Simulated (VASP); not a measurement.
Runs of VASP 6.6.1 on BaTiO3. The structure is that of space group Pm-3m (No. 221), or close to it. The cells are those of the table. 

| task | cell | gap on the mesh (eV) | pressure (GPa) | largest force (eV/Å) |
| --- | --- | --- | --- | --- |
| electric field gradients | a = 4.010, b = 4.045, c = 4.045 Å, angles 89.8, 90.0, 90.0°, 5 atoms | 1.75 | 0.3 | 0.24 |
| electric field gradients | a = 3.930, b = 3.964, c = 3.964 Å, angles 89.8, 90.0, 90.0°, 5 atoms | 1.87 | 11.6 | 0.15 |
| electric field gradients | a = 3.984, b = 4.059, c = 3.978 Å, angles 89.8, 90.0, 88.4°, 5 atoms | 1.73 | 3.9 | 0.22 |
| single point | a = 3.971, b = 4.005, c = 4.005 Å, angles 89.8, 90.0, 90.0°, 5 atoms | 1.81 | 5.5 | 0.16 |
| electric field gradients | a = 3.971, b = 4.005, c = 4.005 Å, angles 89.8, 90.0, 90.0°, 5 atoms | 1.81 | 5.5 | 0.16 |
| single point | a = 3.984, b = 4.059, c = 4.059 Å, angles 88.7, 90.0, 90.0°, 5 atoms | 1.70 | 0.4 | 0.29 |
| single point | a = 4.062, b = 4.097, c = 4.097 Å, angles 89.8, 90.0, 90.0°, 5 atoms | (a) | (b) | 0.37 |
| electric field gradients | a = 3.984, b = 3.958, c = 3.958 Å, angles 91.6, 90.0, 90.0°, 5 atoms | 1.87 | 9.5 | 0.13 |
| single point | a = 4.010, b = 4.045, c = 4.045 Å, angles 89.8, 90.0, 90.0°, 5 atoms | 1.75 | 0.3 | 0.24 |
| electric field gradients | a = 3.984, b = 4.059, c = 4.059 Å, angles 88.7, 90.0, 90.0°, 5 atoms | 1.70 | 0.4 | 0.29 |

Alike in all rows: level PBE; potentials or basis VASP PAW PBE potentials, release 64 (Ba_sv, Ti_sv, O); no spin polarisation; k mesh 8 × 8 × 8; cutoff (eV) 520; smearing fermi-dirac 0.05 eV.

Question: Estimate the missing entries.

Answer: (a) 1.67; (b) -5.4.

Caveats: spin-orbit coupling is left out, which moves the levels of the heavy elements; the cell stands under pressure (at least some runs); the stress differs along the axes, from -3 to 2 GPa (at least some runs); the cell stands under tension (at least some runs); the stress differs along the axes, from 7 to 14 GPa (at least some runs).

A k mesh can miss the band edges, and the runs leave out spin-orbit coupling on Ba.
